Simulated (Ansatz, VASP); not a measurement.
Ta4Ga: VASP beside Ansatz

```
Ta Ga
1.0
     4.65125    0.00000    0.00000
    -2.32563    4.02810    0.00000
     0.00000    0.00000    7.99755
Ta Ga
4 1
Direct
  0.33333 0.66667 0.50000
  0.00000 0.00000 0.34436
  0.00000 0.00000 0.65564
  0.66667 0.33333 0.50000
  0.00000 0.00000 0.00000
```

Alike in both runs: functional PBE; k mesh 12 × 12 × 6; occupations gaussian, width 0.1 eV; no spin polarisation.

Ansatz relaxed the structure, and its values are those at the end. VASP's run is a single point on that final structure, the one shown.

|  | VASP | Ansatz |
| --- | --- | --- |
| version | VASP 6.6.1 | Ansatz 0.2.0 |
| potentials or method | VASP PAW PBE potentials, release 64 (Ta_pv, Ga_d), cutoff 520 eV | scalar-relativistic, plane waves, PAW |
| valence electrons in the cell | 57 | 65 |

Ansatz gave:

- gap on the k mesh at the Fermi level (eV): none
- pressure (GPa): 0.0
- rms of the force components (eV/Å): 0.001

What did VASP give for the same quantities?

gap on the k mesh at the Fermi level (eV): none; pressure (GPa): 0.0; rms of the force components (eV/Å): 0.005.

A gap of «none» marks a metal or a gap that the smearing closes. The functional is the same, so the differences come from potentials, cutoffs and numerics. VASP's potentials hold 57 valence electrons a cell and Ansatz's 65, so a difference there can come from the potentials and not from the codes.

Neither program's run includes spin-orbit coupling.
